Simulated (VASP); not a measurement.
# C in VASP: single point with PBE

Aim: the single point of C with PBE.

All numbers are computed with VASP 6.6.1; they aren't measurements. Logs are shortened: lines on timing, memory, paths and dates and some standing lists are left out, and cuts for length are marked.

## 1. The cell of the first run

The cell holds a slab with vacuum, 12 atoms: a = 2.466 Å, b = 9.532 Å, c = 25.184 Å, α = 90.00°, β = 90.00°, γ = 90.00°.

## 2. Single point, PBE

The input, INCAR:

```
SYSTEM = C
ALGO     = Normal         ! electronic algorithm
DIPOL    = 0.5 0.5 0.500
EDIFF    = 1E-6           ! SCF threshold, eV
ENCUT    = 520            ! plane-wave cutoff, eV
GGA      = PE             ! functional
IDIPOL   = 3            
ISIF     = 2              ! what is computed and relaxed
ISMEAR   = 0              ! smearing method
LASPH    = .True.         ! aspherical terms in the spheres
LCHARG   = .False.        ! write CHGCAR
LDIPOL   = .True.       
LREAL    = .False.        ! projectors in reciprocal space
LWAVE    = .False.        ! write WAVECAR
NBANDS   = 36             ! bands
NELM     = 100            ! most SCF steps
PREC     = Accurate       ! precision mode
SIGMA    = 0.1            ! smearing width, eV
```

The input, KPOINTS:

```
k-points
0
Gamma
  14 4 1
  0 0 0
```

The input, POSCAR:

```
C
1.0
    2.4663511028      0.0000000000      0.0000000000
    0.0000000000      9.5322809580      0.0000000000
    0.0000000000      0.0000000000     25.1836330461
C
12
Direct
    0.0000000000      0.1356580417      0.2994496410
    0.5000000000      0.1650005721      0.3213915797
    0.5000000000      0.2347103119      0.3737327756
    0.0000000000      0.2675422583      0.3984753583
    0.0000000000      0.3349998844      0.4494654861
    0.5000000000      0.3681287913      0.4745590416
    0.5000000000      0.4352551851      0.5254313967
    0.0000000000      0.4683780462      0.5505267258
    0.0000000000      0.5358102642      0.6015217328
    0.5000000000      0.5686259138      0.6262672649
    0.5000000000      0.6382944888      0.6786165647
    0.0000000000      0.6676139173      0.7005624329
```

Potentials or basis: VASP PAW PBE potentials, release 64 (C).

Launch:

```bash
$ cat potpaw_PBE.64/C/POTCAR > POTCAR
$ mpirun -np 1 vasp_std > vasp.out
```

OUTCAR:

```text
SYSTEM = C
   EDIFF = 1E-6
   ENCUT = 520
   GGA = PE
   ISIF = 2
   ISMEAR = 0
   LASPH = .True.
   LREAL = .False.
   NELM = 100
   PREC = Accurate

 ion  position               nearest neighbor table
   1  0.000  0.136  0.299-   2 1.38   2 1.38
   2  0.500  0.165  0.321-   1 1.38   1 1.38   3 1.48
   3  0.500  0.235  0.374-   4 1.42   4 1.42   2 1.48
   4  0.000  0.268  0.398-   3 1.42   3 1.42   5 1.44
   5  0.000  0.335  0.449-   6 1.42   6 1.42   4 1.44
   6  0.500  0.368  0.475-   5 1.42   5 1.42   7 1.43
   7  0.500  0.435  0.525-   8 1.42   8 1.42   6 1.43
   8  0.000  0.468  0.551-   7 1.42   7 1.42   9 1.44
   9  0.000  0.536  0.602-  10 1.42  10 1.42   8 1.44
  10  0.500  0.569  0.626-   9 1.42   9 1.42  11 1.48
  11  0.500  0.638  0.679-  12 1.38  12 1.38  10 1.48
  12  0.000  0.668  0.701-  11 1.38  11 1.38

  LATTYP: Found a simple orthorhombic cell.
 ALAT       =     2.4663511028
 B/A-ratio  =     3.8649326721
 C/A-ratio  =    10.2108872567

  Lattice vectors:

 A1 = (   2.4663511028,   0.0000000000,   0.0000000000)
 A2 = (   0.0000000000,   9.5322809580,   0.0000000000)
 A3 = (   0.0000000000,   0.0000000000,  25.1836330461)

Analysis of symmetry for initial positions (statically):
=====================================================================
 Subroutine PRICEL returns:
 Original cell was already a primitive cell.

 Routine SETGRP: Setting up the symmetry group for a
 simple orthorhombic supercell.

 Subroutine GETGRP returns: Found  2 space group operations
 (whereof  2 operations were pure point group operations)
 out of a pool of  8 trial point group operations.

The static configuration has the point symmetry C_1h.

Analysis of symmetry for dynamics (positions and initial velocities):
=====================================================================
 Subroutine PRICEL returns:
 Original cell was already a primitive cell.

 Routine SETGRP: Setting up the symmetry group for a
 simple orthorhombic supercell.

 Subroutine GETGRP returns: Found  2 space group operations
 (whereof  2 operations were pure point group operations)
 out of a pool of  8 trial point group operations.

The dynamic configuration has the point symmetry C_1h.

 Subroutine INISYM returns: Found  2 space group operations
 (whereof  2 operations are pure point group operations),
 and found     1 'primitive' translations

----------------------------------------------------------------------------------------

                                     Primitive cell

  volume of cell :     592.0660

  direct lattice vectors                    reciprocal lattice vectors
     2.466351103  0.000000000  0.000000000     0.405457276  0.000000000  0.000000000
     0.000000000  9.532280958  0.000000000     0.000000000  0.104906685  0.000000000
     0.000000000  0.000000000 25.183633046     0.000000000  0.000000000  0.039708330

  length of vectors
     2.466351103  9.532280958 25.183633046     0.405457276  0.104906685  0.039708330

  position of ions in fractional coordinates (direct lattice)
     0.000000000  0.135658042  0.299449641
     0.500000000  0.165000572  0.321391580
     0.500000000  0.234710312  0.373732776
     0.000000000  0.267542258  0.398475358
     0.000000000  0.334999884  0.449465486
     0.500000000  0.368128791  0.474559042
     0.500000000  0.435255185  0.525431397
     0.000000000  0.468378046  0.550526726
     0.000000000  0.535810264  0.601521733
     0.500000000  0.568625914  0.626267265
     0.500000000  0.638294489  0.678616565
     0.000000000  0.667613917  0.700562433

  ion indices of the primitive-cell ions
   primitive index   ion index
                 1           1
                 2           2
                 3           3
                 4           4
                 5           5
                 6           6
                 7           7
                 8           8
                 9           9
                10          10
                11          11
                12          12

----------------------------------------------------------------------------------------

 KPOINTS: k-points

Automatic generation of k-mesh.
 Grid dimensions read from file:
 generate k-points for:   14    4    1

 Generating k-lattice:

  Cartesian coordinates                     Fractional coordinates (reciprocal lattice)
     0.028961234  0.000000000  0.000000000     0.071428571  0.000000000  0.000000000
     0.000000000  0.026226671  0.000000000     0.000000000  0.250000000  0.000000000
     0.000000000  0.000000000  0.039708330     0.000000000  0.000000000  1.000000000

  Length of vectors
     0.028961234  0.026226671  0.039708330

  Shift w.r.t. Gamma in fractional coordinates (k-lattice)
     0.000000000  0.000000000  0.000000000

 Subroutine IBZKPT returns following result:
 ===========================================

 Found     24 irreducible k-points:

 Following reciprocal coordinates:
            Coordinates               Weight
  0.000000  0.000000  0.000000      1.000000
  0.071429  0.000000  0.000000      2.000000
  0.142857  0.000000  0.000000      2.000000
  0.214286  0.000000  0.000000      2.000000
  0.285714  0.000000  0.000000      2.000000
  0.357143  0.000000  0.000000      2.000000
[... 16 lines left out ...]
  0.428571  0.500000  0.000000      2.000000
  0.500000  0.500000  0.000000      1.000000
   k-points           NKPTS =     24   k-points in BZ     NKDIM =     24   number of bands    NBANDS=     36
   number of dos      NEDOS =    301   number of ions     NIONS =     12
   total plane-waves  NPLWV = 248832
   dimension x,y,z NGX =    18 NGY =   72 NGZ =  192
   dimension x,y,z NGXF=    36 NGYF=  144 NGZF=  384
   ions per type =              12
   NGX,Y,Z   is equivalent  to a cutoff of  12.13, 12.56, 12.67 a.u.
   NGXF,Y,Z  is equivalent  to a cutoff of  24.27, 25.11, 25.35 a.u.
 SYSTEM =  C
   PREC   = accura    normal or accurate (medium, high low for compatibility)
   ISTART =      0    job   : 0-new  1-cont  2-samecut
   ICHARG =      2    charge: 1-file 2-atom 10-const
   ISPIN  =      1    spin polarized calculation?
   LNONCOLLINEAR =      F non collinear calculations
   LSORBIT =      F    spin-orbit coupling
   LASPH  =      T    aspherical Exc in radial PAW
   ENCUT  =  520.0 eV  38.22 Ry    6.18 a.u.   4.59 17.72 46.82*2*pi/ulx,y,z
   NELM   =    100;   NELMIN=  2; NELMDL= -5     # of ELM steps
   EDIFF  = 0.1E-05   stopping-criterion for ELM
   LREAL  =      F    real-space projection
   EDIFFG = 0.1E-04   stopping-criterion for IOM
   NSW    =      0    number of steps for IOM
   IBRION =     -1    ionic relax: 0-MD 1-quasi-New 2-CG
   NFREE  =      0    steps in history (QN), initial steepest desc. (CG)
   ISIF   =      2    stress and relaxation
   ISYM   =      2    0-nonsym 1-usesym 2-fastsym
   POTIM  = 0.5000    time-step for ionic-motion
   TEBEG  =    0.0;   TEEND  =   0.0 temperature during run
   PSTRESS=    0.0 pullay stress
   NELECT =      48.0000    total number of electrons
   NUPDOWN=      -1.0000    fix difference up-down
   EMIN   =  10.00;   EMAX   =-10.00  energy-range for DOS
   EFERMI =   0.00;   METHOD = LEGACY
   ISMEAR =     0;   SIGMA  =   0.10  broadening in eV -4-tet -1-fermi 0-gaus
   EFERMI_NEDOS =   21; number of points for ismear=-14 and -15
   IALGO  =     38    algorithm
   IMIX   =      4    mixing-type and parameters
     AMIX     =   0.40;   BMIX     =  1.00
     AMIX_MAG =   1.60;   BMIX_MAG =  1.00
  volume/ion in A,a.u.               =      49.34       332.95
  Fermi-wavevector in a.u.,A,eV,Ry     =   0.708541  1.338949  6.830544  0.502031
  Thomas-Fermi vector in A             =   1.794884
   LORBIT       =      0    0 simple, 1 ext, 2 COOP (PROOUT), +10 PAW based schemes
   GGA     = PE    functional components
   LHFCALC =     F    Hartree Fock is set to
   AEXX    =    0.0000 exact exchange contribution
   IVDW    =     0    specifies the selected vdW correction
   LEPSILON=     F    determine dielectric tensor
   LRPA    =     F    only Hartree local field effects (RPA)
 non-spin polarized calculation
 Gauss-broadening in eV      SIGMA  =   0.10
  energy-cutoff  :      520.00
  volume of cell :      592.07
 maximum number of plane-waves:     16059
   NGX =  9   NGY = 35   NGZ = 93

 dipolmoment           0.000000      0.000000     -0.019727 electrons x Angstroem

 number of electron      48.0000011 magnetization

 dipolmoment           0.000000      0.000000      0.000020 electrons x Angstroem

 Free energy of the ion-electron system (eV)
  ---------------------------------------------------
  ext. energy  EPLUGINS =         0.00000000
  ---------------------------------------------------
  free energy    TOTEN  =      -104.22616394 eV

  energy without entropy =     -104.20208007  energy(sigma->0) =     -104.21412201

 E-fermi :  -3.4734     XC(G=0):  -2.6138

 val. band max:       -3.4887245775   @ k =   0.2143   0.5000   0.0000
 cond. band min:      -3.3780200019   @ k =   0.1429   0.0000   0.0000
 fundamental gap:      0.1107045756
 Fermi energy:        -3.4734409884

 k-point     1 :       0.0000    0.0000    0.0000
  band No.  band energies     occupation
      1     -22.7705      2.00000
      2     -22.3412      2.00000
      3     -21.5829      2.00000
      4     -20.5826      2.00000
      5     -19.3603      2.00000
      6     -18.0752      2.00000
[... 28 lines left out ...]
     35       2.3636      0.00000
     36       2.6816      0.00000
[... 866 lines left out ...]
      6     -16.9484      2.00000
[... 28 lines left out ...]
     35       6.4215      0.00000
     36       6.4810      0.00000

------------------------ aborting loop because EDIFF is reached ----------------------------------------

 vacuum level on the upper side and lower side of the slab       (xc-potential included)        -0.160        -0.155

  FORCE on cell =-STRESS in cart. coord.  units (eV):
  Direction    XX          YY          ZZ          XY          YZ          ZX
  --------------------------------------------------------------------------------------
  -------------------------------------------------------------------------------------
  Total        3.9950685      0.0362211      0.2596895      0.0000000      0.1815464      0.0000000
  in kB       10.8109707      0.0980171      0.7027403      0.0000000      0.4912790      0.0000000
  external PRESSURE =       3.8705760 kB  Pullay stress =       0.0000000 kB

 VOLUME and BASIS-vectors are now :
 -----------------------------------------------------------------------------
  energy-cutoff  :      520.00
  volume of cell :      592.07
      direct lattice vectors                 reciprocal lattice vectors
     2.466351103  0.000000000  0.000000000     0.405457276  0.000000000  0.000000000
     0.000000000  9.532280958  0.000000000     0.000000000  0.104906685  0.000000000
     0.000000000  0.000000000 25.183633046     0.000000000  0.000000000  0.039708330

 POSITION                                       TOTAL-FORCE (eV/Angst)
 -----------------------------------------------------------------------------------
      0.00000      1.29313      7.54123         0.000000     -0.020749     -0.033834
      1.23318      1.57283      8.09381         0.000000      0.005897      0.004260
      1.23318      2.23732      9.41195         0.000000     -0.004750     -0.006465
      0.00000      2.55029     10.03506         0.000000      0.000198      0.003856
      0.00000      3.19331     11.31917         0.000000     -0.005272     -0.012900
      1.23318      3.50911     11.95112         0.000000      0.006450      0.012783
      1.23318      4.14897     13.23227         0.000000     -0.006260     -0.012289
      0.00000      4.46471     13.86426         0.000000      0.005200      0.012545
      0.00000      5.10749     15.14850         0.000000     -0.000140     -0.004058
      1.23318      5.42030     15.77168         0.000000      0.004664      0.006599
      1.23318      6.08440     17.09003         0.000000     -0.006348     -0.004448
      0.00000      6.36388     17.64271         0.000000      0.021109      0.033952
 -----------------------------------------------------------------------------------
    total drift:                                0.000000     -0.000142      0.000041

  FREE ENERGIE OF THE ION-ELECTRON SYSTEM (eV)
  ---------------------------------------------------
  free  energy   TOTEN  =      -104.2261639418 eV

  energy  without entropy=     -104.2020800734  energy(sigma->0) =     -104.21412201

 vacuum level on the upper side and lower side of the slab         1.893         1.891
```

It took 22 min on 1 thread of Oxide Virtual Turin-like, shared host; peak memory 0.71 GiB.

What came out:

```
Free energy            : -104.2262 eV
Largest force          : 0.040 eV/Å
Band gap on the k mesh : zero (band 24 reaches -3.34 eV, above the bottom of band 25 at -3.70 eV)
```

Forces in eV/Å, atoms in the order of the input:
```
C    0.000 -0.021 -0.034
C    0.000  0.006  0.004
C    0.000 -0.005 -0.006
C    0.000  0.000  0.004
C    0.000 -0.005 -0.013
C    0.000  0.006  0.013
C    0.000 -0.006 -0.012
C    0.000  0.005  0.013
C    0.000  0.000 -0.004
C    0.000  0.005  0.007
C    0.000 -0.006 -0.004
C    0.000  0.021  0.034
```
